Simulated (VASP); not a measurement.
# Cd2HgTe3 (P3m1) in VASP: further runs

Runs on Cd2HgTe3. Level: PBE. Tasks: single point.

Everything below comes from runs of VASP 6.6.1. Logs are shortened: lines on timing, memory, paths and dates and some standing lists are left out, and cuts for length are marked.

### 1 The cell of the first run

Symmetry: P3m1, No. 156, trigonal system. The conventional cell has a = 4.689 Å, b = 4.689 Å, c = 11.463 Å, α = 90.00°, β = 90.00°, γ = 120.00°. Within 3.8 Å of Cd (site symmetry 3m) lie 4 Te at 2.86 to 2.87 Å. Cd (site symmetry 3m) has 4 Te at 2.87 Å within 3.8 Å. Hg (site symmetry 3m) has 4 Te at 2.87 to 2.88 Å within 3.8 Å. Within 3.8 Å of Te (site symmetry 3m) lie 1 Cd at 2.86 Å and 3 Hg at 2.87 Å. Within 3.8 Å of Te (site symmetry 3m) lie 4 Cd at 2.87 Å. Within 3.8 Å of Te (site symmetry 3m) lie 3 Cd at 2.87 Å and 1 Hg at 2.88 Å.

### 2 Single point, PBE

INCAR reads:

```
SYSTEM = Cd2HgTe3
ALGO = Normal
EDIFF = 1E-7
ENCUT = 520
GGA = PE
ISIF = 2
ISMEAR = 0
LASPH = .TRUE.
LCHARG = .FALSE.
LREAL = .FALSE.
LWAVE = .FALSE.
NBANDS = 36
NELM = 60
PREC = Accurate
SIGMA = 0.1
```

KPOINTS reads:

```
k-points
0
G
  6 6 2
  0 0 0
```

POSCAR reads:

```
Cd2HgTe3
1.0
    4.6890984297      0.0000000000      0.0000000000
   -2.3445492148      4.0608783609      0.0000000000
    0.0000000000      0.0000000000     11.4630877478
Cd Hg Te
2 1 3
Direct
    0.3333333333      0.6666666667      0.6660030331
    0.6666666667      0.3333333333      0.3333769773
    0.0000000000      0.0000000000     -0.0000100572
    0.3333333333      0.6666666667      0.9158118850
    0.6666666667      0.3333333333      0.5836834952
    0.0000000000      0.0000000000      0.2511346666
```

Potentials or basis: VASP PAW PBE potentials, release 64 (Cd, Hg, Te).

Run with:

```console
cat potpaw_PBE.64/Cd/POTCAR potpaw_PBE.64/Hg/POTCAR potpaw_PBE.64/Te/POTCAR > POTCAR
mpirun -np 1 vasp_std > vasp.out
```

OUTCAR:

```text
SYSTEM = Cd2HgTe3
   EDIFF = 1E-7
   ENCUT = 520
   GGA = PE
   ISIF = 2
   ISMEAR = 0
   LASPH = .TRUE.
   LREAL = .FALSE.
   NELM = 60
   PREC = Accurate

 ion  position               nearest neighbor table
   1  0.333  0.667  0.666-   4 2.86   5 2.87   5 2.87   5 2.87
   2  0.667  0.333  0.333-   6 2.87   6 2.87   6 2.87   5 2.87
   3  0.000  0.000  1.000-   4 2.87   4 2.87   4 2.87   6 2.88
   4  0.333  0.667  0.916-   1 2.86   3 2.87   3 2.87   3 2.87
   5  0.667  0.333  0.584-   1 2.87   1 2.87   1 2.87   2 2.87
   6  0.000  0.000  0.251-   2 2.87   2 2.87   2 2.87   3 2.88

  LATTYP: Found a hexagonal cell.
 ALAT       =     4.6890984297
 C/A-ratio  =     2.4446251064

  Lattice vectors:

 A1 = (   4.6890984297,   0.0000000000,   0.0000000000)
 A2 = (  -2.3445492148,   4.0608783609,   0.0000000000)
 A3 = (   0.0000000000,   0.0000000000,  11.4630877478)

Analysis of symmetry for initial positions (statically):
=====================================================================
 Subroutine PRICEL returns:
 Original cell was already a primitive cell.

 Routine SETGRP: Setting up the symmetry group for a
 hexagonal supercell.

 Subroutine GETGRP returns: Found  6 space group operations
 (whereof  6 operations were pure point group operations)
 out of a pool of 24 trial point group operations.

The static configuration has the point symmetry C_3v.

Analysis of symmetry for dynamics (positions and initial velocities):
=====================================================================
 Subroutine PRICEL returns:
 Original cell was already a primitive cell.

 Routine SETGRP: Setting up the symmetry group for a
 hexagonal supercell.

 Subroutine GETGRP returns: Found  6 space group operations
 (whereof  6 operations were pure point group operations)
 out of a pool of 24 trial point group operations.

The dynamic configuration has the point symmetry C_3v.

 Subroutine INISYM returns: Found  6 space group operations
 (whereof  6 operations are pure point group operations),
 and found     1 'primitive' translations

----------------------------------------------------------------------------------------

                                     Primitive cell

  volume of cell :     218.2785

  direct lattice vectors                    reciprocal lattice vectors
     4.689098430  0.000000000  0.000000000     0.213260612  0.123126072  0.000000000
    -2.344549215  4.060878361  0.000000000     0.000000000  0.246252143  0.000000000
     0.000000000  0.000000000 11.463087748     0.000000000  0.000000000  0.087236530

  length of vectors
     4.689098430  4.689098430 11.463087748     0.246252143  0.246252143  0.087236530

  position of ions in fractional coordinates (direct lattice)
     0.333333333  0.666666667  0.666003033
     0.666666667  0.333333333  0.333376977
     0.000000000  0.000000000  0.999989943
     0.333333333  0.666666667  0.915811885
     0.666666667  0.333333333  0.583683495
     0.000000000  0.000000000  0.251134667

  ion indices of the primitive-cell ions
   primitive index   ion index
                 1           1
                 2           2
                 3           3
                 4           4
                 5           5
                 6           6

----------------------------------------------------------------------------------------

 KPOINTS: k-points

Automatic generation of k-mesh.
 Grid dimensions read from file:
 generate k-points for:    6    6    2

 Generating k-lattice:

  Cartesian coordinates                     Fractional coordinates (reciprocal lattice)
     0.035543435  0.020521012  0.000000000     0.166666667  0.000000000  0.000000000
     0.000000000  0.041042024  0.000000000     0.000000000  0.166666667  0.000000000
     0.000000000  0.000000000  0.043618265     0.000000000  0.000000000  0.500000000

  Length of vectors
     0.041042024  0.041042024  0.043618265

  Shift w.r.t. Gamma in fractional coordinates (k-lattice)
     0.000000000  0.000000000  0.000000000

 Subroutine IBZKPT returns following result:
 ===========================================

 Found     14 irreducible k-points:

 Following reciprocal coordinates:
            Coordinates               Weight
  0.000000  0.000000  0.000000      1.000000
  0.166667 -0.000000  0.000000      6.000000
  0.333333  0.000000  0.000000      6.000000
  0.500000  0.000000  0.000000      3.000000
  0.166667  0.166667  0.000000      6.000000
  0.333333  0.166667  0.000000     12.000000
  0.333333  0.333333  0.000000      2.000000
  0.000000  0.000000  0.500000      1.000000
  0.166667 -0.000000  0.500000      6.000000
  0.333333  0.000000  0.500000      6.000000
  0.500000  0.000000  0.500000      3.000000
  0.166667  0.166667  0.500000      6.000000
  0.333333  0.166667  0.500000     12.000000
  0.333333  0.333333  0.500000      2.000000
   k-points           NKPTS =     14   k-points in BZ     NKDIM =     14   number of bands    NBANDS=     36
   number of dos      NEDOS =    301   number of ions     NIONS =      6
   total plane-waves  NPLWV = 116640
   dimension x,y,z NGX =    36 NGY =   36 NGZ =   90
   dimension x,y,z NGXF=    72 NGYF=   72 NGZF=  180
   ions per type =               2   1   3
   NGX,Y,Z   is equivalent  to a cutoff of  12.76, 12.76, 13.05 a.u.
   NGXF,Y,Z  is equivalent  to a cutoff of  25.53, 25.53, 26.10 a.u.
 SYSTEM =  Cd2HgTe3
   PREC   = accura    normal or accurate (medium, high low for compatibility)
   ISTART =      0    job   : 0-new  1-cont  2-samecut
   ICHARG =      2    charge: 1-file 2-atom 10-const
   ISPIN  =      1    spin polarized calculation?
   LNONCOLLINEAR =      F non collinear calculations
   LSORBIT =      F    spin-orbit coupling
   LASPH  =      T    aspherical Exc in radial PAW
   ENCUT  =  520.0 eV  38.22 Ry    6.18 a.u.   8.72  8.72 21.31*2*pi/ulx,y,z
   NELM   =     60;   NELMIN=  2; NELMDL= -5     # of ELM steps
   EDIFF  = 0.1E-06   stopping-criterion for ELM
   LREAL  =      F    real-space projection
   EDIFFG = 0.1E-05   stopping-criterion for IOM
   NSW    =      0    number of steps for IOM
   IBRION =     -1    ionic relax: 0-MD 1-quasi-New 2-CG
   NFREE  =      0    steps in history (QN), initial steepest desc. (CG)
   ISIF   =      2    stress and relaxation
   ISYM   =      2    0-nonsym 1-usesym 2-fastsym
   POTIM  = 0.5000    time-step for ionic-motion
   TEBEG  =    0.0;   TEEND  =   0.0 temperature during run
   PSTRESS=    0.0 pullay stress
   NELECT =      54.0000    total number of electrons
   NUPDOWN=      -1.0000    fix difference up-down
   EMIN   =  10.00;   EMAX   =-10.00  energy-range for DOS
   EFERMI =   0.00;   METHOD = LEGACY
   ISMEAR =     0;   SIGMA  =   0.10  broadening in eV -4-tet -1-fermi 0-gaus
   EFERMI_NEDOS =   21; number of points for ismear=-14 and -15
   IALGO  =     38    algorithm
   IMIX   =      4    mixing-type and parameters
     AMIX     =   0.40;   BMIX     =  1.00
     AMIX_MAG =   1.60;   BMIX_MAG =  1.00
  volume/ion in A,a.u.               =      36.38       245.50
  Fermi-wavevector in a.u.,A,eV,Ry     =   1.027706  1.942084 14.370210  1.056181
  Thomas-Fermi vector in A             =   2.161665
   LORBIT       =      0    0 simple, 1 ext, 2 COOP (PROOUT), +10 PAW based schemes
   GGA     = PE    functional components
   LHFCALC =     F    Hartree Fock is set to
   AEXX    =    0.0000 exact exchange contribution
   IVDW    =     0    specifies the selected vdW correction
   LEPSILON=     F    determine dielectric tensor
   LRPA    =     F    only Hartree local field effects (RPA)
 non-spin polarized calculation
 Gauss-broadening in eV      SIGMA  =   0.10
  energy-cutoff  :      520.00
  volume of cell :      218.28
 maximum number of plane-waves:      5894
 NGX is ok and might be reduce to    36
   NGX = 17   NGY = 17   NGZ = 43

 number of electron      53.9999993 magnetization

 Free energy of the ion-electron system (eV)
  ---------------------------------------------------
  ext. energy  EPLUGINS =         0.00000000
  ---------------------------------------------------
  free energy    TOTEN  =       -13.24794070 eV

  energy without entropy =      -13.24542859  energy(sigma->0) =      -13.24668465

 E-fermi :   2.0229     XC(G=0):  -8.3298

 val. band max:        1.9890316558   @ k =   0.0000   0.0000   0.0000
 cond. band min:       2.8769102605   @ k =   0.0000   0.0000   0.5000
 fundamental gap:      0.8878786048
 Fermi energy:         2.0229045655

 k-point     1 :       0.0000    0.0000    0.0000
  band No.  band energies     occupation
      1      -9.1071      2.00000
      2      -8.8104      2.00000
      3      -8.7490      2.00000
      4      -6.2403      2.00000
      5      -6.2403      2.00000
      6      -6.2114      2.00000
[... 28 lines left out ...]
     35       7.0455      0.00000
     36       7.1986      0.00000

 k-point     2 :       0.1667   -0.0000    0.0000
  band No.  band energies     occupation
      1      -9.0179      2.00000
      2      -8.7558      2.00000
      3      -8.7047      2.00000
      4      -6.2234      2.00000
      5      -6.2004      2.00000
      6      -6.1970      2.00000
[... 28 lines left out ...]
     35       6.9459      0.00000
     36       7.3697      0.00000

 k-point     3 :       0.3333    0.0000    0.0000
  band No.  band energies     occupation
      1      -8.8206      2.00000
      2      -8.6582      2.00000
      3      -8.6175      2.00000
      4      -6.1933      2.00000
      5      -6.1810      2.00000
      6      -6.1548      2.00000
[... 28 lines left out ...]
     35       7.5930      0.00000
     36       7.8653      0.00000
[... 352 lines left out ...]
 k-point    13 :       0.3333    0.1667    0.5000
  band No.  band energies     occupation
      1      -8.6957      2.00000
      2      -8.6360      2.00000
      3      -8.5735      2.00000
      4      -6.1808      2.00000
      5      -6.1651      2.00000
      6      -6.1513      2.00000
[... 28 lines left out ...]
     35       7.7033      0.00000
     36       7.8834      0.00000

 k-point    14 :       0.3333    0.3333    0.5000
  band No.  band energies     occupation
      1      -8.6226      2.00000
      2      -8.6001      2.00000
      3      -8.5884      2.00000
      4      -6.1715      2.00000
      5      -6.1561      2.00000
      6      -6.1552      2.00000
[... 28 lines left out ...]
     35       7.4789      0.00000
     36       7.5055      0.00000

------------------------ aborting loop because EDIFF is reached ----------------------------------------

  FORCE on cell =-STRESS in cart. coord.  units (eV):
  Direction    XX          YY          ZZ          XY          YZ          ZX
  --------------------------------------------------------------------------------------
  -------------------------------------------------------------------------------------
  Total        0.2196962      0.2196962      0.2149175      0.0000000      0.0000000     -0.0000000
  in kB        1.6125833      1.6125833      1.5775075      0.0000000      0.0000000     -0.0000000
  external PRESSURE =       1.6008914 kB  Pullay stress =       0.0000000 kB

 VOLUME and BASIS-vectors are now :
 -----------------------------------------------------------------------------
  energy-cutoff  :      520.00
  volume of cell :      218.28
      direct lattice vectors                 reciprocal lattice vectors
     4.689098430  0.000000000  0.000000000     0.213260612  0.123126072  0.000000000
    -2.344549215  4.060878361  0.000000000     0.000000000  0.246252143  0.000000000
     0.000000000  0.000000000 11.463087748     0.000000000  0.000000000  0.087236530

 POSITION                                       TOTAL-FORCE (eV/Angst)
 -----------------------------------------------------------------------------------
     -0.00000      2.70725      7.63445         0.000000     -0.000000      0.000393
      2.34455      1.35363      3.82153         0.000000     -0.000000      0.000827
      0.00000      0.00000     11.46297        -0.000000      0.000000     -0.001039
     -0.00000      2.70725     10.49803        -0.000000      0.000000      0.011322
      2.34455      1.35363      6.69082        -0.000000      0.000000     -0.003735
      0.00000      0.00000      2.87878        -0.000000      0.000000     -0.007768
 -----------------------------------------------------------------------------------
    total drift:                               -0.000001      0.000000     -0.000156

  FREE ENERGIE OF THE ION-ELECTRON SYSTEM (eV)
  ---------------------------------------------------
  free  energy   TOTEN  =       -13.2479407028 eV

  energy  without entropy=      -13.2454285885  energy(sigma->0) =      -13.24668465
```

Run time: 62 s. Hardware: 1 thread of Intel Xeon 6975P-C (Granite Rapids), shared host; peak memory 0.39 GiB.

What came out:

* Free energy: -13.2479 eV
* Pressure: 0.2 GPa
* Largest force: 0.011 eV/Å
* Band gap on the k mesh: zero (filled and empty bands touch)

Forces in eV/Å, atoms in the order of the input:
```
Cd   0.000  0.000  0.000
Cd   0.000  0.000  0.001
Hg   0.000  0.000 -0.001
Te   0.000  0.000  0.011
Te   0.000  0.000 -0.004
Te   0.000  0.000 -0.008
```

Caveat: semilocal functionals underestimate gaps, and a narrow one can read as zero; spin-orbit coupling is left out, which moves the levels of the heavy elements.

### 3 Single point, PBE

INCAR reads:

```
SYSTEM = Cd2HgTe3
PREC = Accurate
ENCUT = 520
EDIFF = 1E-6
ISMEAR = 0
SIGMA = 0.1
LREAL = .FALSE.
LASPH = .TRUE.
NELM = 60
ALGO = Normal
ISIF = 2
LWAVE = .FALSE.
LCHARG = .FALSE.
GGA = PE
NBANDS = 36
```

KPOINTS reads:

```
regular mesh
0
G
  12 12 4
  0 0 0
```

POSCAR reads:

```
Cd2HgTe3
1.0
    4.6899815406      0.0000000000      0.0000000000
   -2.3449907703      4.0616431574      0.0000000000
    0.0000000000      0.0000000000     11.4734978316
Cd Hg Te
2 1 3
Direct
    0.3333333333      0.6666666667      0.6661046924
    0.6666666667      0.3333333333      0.3333020102
    0.0000000000      0.0000000000      1.0000055595
    0.3333333333      0.6666666667      0.9159841224
    0.6666666667      0.3333333333      0.5835819607
    0.0000000000      0.0000000000      0.2510216548
```

Potentials or basis: VASP PAW PBE potentials, release 64 (Cd, Hg, Te).

Run with:

```console
cat potpaw_PBE.64/Cd/POTCAR potpaw_PBE.64/Hg/POTCAR potpaw_PBE.64/Te/POTCAR > POTCAR
mpirun -np 1 vasp_std > vasp.out
```

OUTCAR:

```text
SYSTEM = Cd2HgTe3
   PREC = Accurate
   ENCUT = 520
   EDIFF = 1E-6
   ISMEAR = 0
   LREAL = .FALSE.
   LASPH = .TRUE.
   NELM = 60
   ISIF = 2
   GGA = PE

 ion  position               nearest neighbor table
   1  0.333  0.667  0.666-   4 2.87   5 2.87   5 2.87   5 2.87
   2  0.667  0.333  0.333-   6 2.87   6 2.87   6 2.87   5 2.87
   3  0.000  0.000  0.000-   4 2.87   4 2.87   4 2.87   6 2.88
   4  0.333  0.667  0.916-   1 2.87   3 2.87   3 2.87   3 2.87
   5  0.667  0.333  0.584-   1 2.87   1 2.87   1 2.87   2 2.87
   6  0.000  0.000  0.251-   2 2.87   2 2.87   2 2.87   3 2.88

[... 1143 lines left out ...]
  -------------------------------------------------------------------------------------
  Total        0.1089716      0.1089716      0.1118175     -0.0000000      0.0000000      0.0000000
  in kB        0.7988311      0.7988311      0.8196935     -0.0000000      0.0000000      0.0000000
  external PRESSURE =       0.8057853 kB  Pullay stress =       0.0000000 kB

 VOLUME and BASIS-vectors are now :
 -----------------------------------------------------------------------------
  energy-cutoff  :      520.00
  volume of cell :      218.56
      direct lattice vectors                 reciprocal lattice vectors
     4.689981541  0.000000000  0.000000000     0.213220455  0.123102887  0.000000000
    -2.344990770  4.061643157  0.000000000     0.000000000  0.246205775  0.000000000
     0.000000000  0.000000000 11.473497832     0.000000000  0.000000000  0.087157379

 POSITION                                       TOTAL-FORCE (eV/Angst)
 -----------------------------------------------------------------------------------
     -0.00000      2.70776      7.64255         0.000000      0.000000     -0.000230
      2.34499      1.35388      3.82414        -0.000000     -0.000000     -0.000477
      0.00000      0.00000      0.00006         0.000000      0.000000      0.000096
     -0.00000      2.70776     10.50954         0.000000     -0.000000      0.003434
      2.34499      1.35388      6.69573        -0.000000      0.000000      0.000678
      0.00000      0.00000      2.88010         0.000000     -0.000000     -0.003501
 -----------------------------------------------------------------------------------
    total drift:                               -0.000001      0.000000     -0.000185

  FREE ENERGIE OF THE ION-ELECTRON SYSTEM (eV)
  ---------------------------------------------------
  free  energy   TOTEN  =       -13.2643355753 eV

  energy  without entropy=      -13.2638272242  energy(sigma->0) =      -13.26408140
```

OSZICAR:

```text
N       E                     dE             d eps       ncg     rms          rms(c)
DAV:   1     0.345211571892E+03    0.34521E+03   -0.23715E+04  4968   0.129E+03
DAV:   2     0.633341124182E+01   -0.33888E+03   -0.32882E+03  5336   0.305E+02
DAV:   3    -0.136265080299E+02   -0.19960E+02   -0.19813E+02  5932   0.728E+01
DAV:   4    -0.139294254975E+02   -0.30292E+00   -0.30260E+00  6184   0.776E+00
DAV:   5    -0.139329749999E+02   -0.35495E-02   -0.35494E-02  5876   0.927E-01    0.933E+00
DAV:   6    -0.132871780834E+02    0.64580E+00   -0.14339E+00  5272   0.989E+00    0.763E+00
DAV:   7    -0.132661467681E+02    0.21031E-01   -0.58616E-01  5464   0.319E+00    0.270E+00
DAV:   8    -0.132638182479E+02    0.23285E-02   -0.55840E-02  5388   0.193E+00    0.985E-01
DAV:   9    -0.132644439024E+02   -0.62565E-03   -0.63264E-03  5684   0.614E-01    0.287E-01
DAV:  10    -0.132642562874E+02    0.18762E-03   -0.12603E-03  5408   0.264E-01    0.889E-02
DAV:  11    -0.132643089495E+02   -0.52662E-04   -0.37728E-04  5620   0.110E-01    0.336E-02
DAV:  12    -0.132643192377E+02   -0.10288E-04   -0.28460E-05  5880   0.314E-02    0.200E-02
DAV:  13    -0.132643283078E+02   -0.90701E-05   -0.67232E-06  5388   0.153E-02    0.964E-03
DAV:  14    -0.132643352624E+02   -0.69546E-05   -0.93162E-06  5128   0.119E-02    0.229E-03
DAV:  15    -0.132643355753E+02   -0.31296E-06   -0.20675E-07  4340   0.233E-03
   1 F= -.13264336E+02 E0= -.13264081E+02  d E =-.508351E-03
```

Wall time 4 min (1 thread of Intel Xeon 6975P-C (Granite Rapids), shared host); peak memory 0.67 GiB.

What came out:

* Free energy: -13.2643 eV
* Pressure: 0.1 GPa
* Largest force: 0.004 eV/Å
* Band gap on the k mesh: zero (filled and empty bands touch)

Forces in eV/Å, atoms in the order of the input:
```
Cd   0.000  0.000  0.000
Cd   0.000  0.000  0.000
Hg   0.000  0.000  0.000
Te   0.000  0.000  0.003
Te   0.000  0.000  0.001
Te   0.000  0.000 -0.004
```

Levels at points of the mesh, in eV from the Fermi level:
| k point | band 23 | band 24 | band 25 | band 26 | band 27 | band 28 | band 29 | band 30 | band 31 | band 32 |
| --- | --- | --- | --- | --- | --- | --- | --- | --- | --- | --- |
| (0.00, 0.00, 0.00) | -0.64 | -0.64 | -0.13 | -0.09 | -0.07 | -0.07 | 1.27 | 1.59 | 4.43 | 4.43 |
| (0.50, 0.00, 0.00) | -1.86 | -1.74 | -1.58 | -1.20 | -1.07 | 1.89 | 2.44 | 2.47 | 2.63 | 4.50 |
| (0.00, 0.00, 0.50) | -0.87 | -0.43 | -0.43 | -0.19 | -0.19 | 0.81 | 1.46 | 1.50 | 4.43 | 4.52 |
| (0.50, 0.00, 0.50) | -2.09 | -1.68 | -1.61 | -0.84 | -0.83 | 1.22 | 2.49 | 2.62 | 3.48 | 3.51 |

Caveat: semilocal functionals underestimate gaps, and a narrow one can read as zero; spin-orbit coupling is left out, which moves the levels of the heavy elements.

The gap in the log of VASP goes by the Fermi energy; the results here count the filled bands.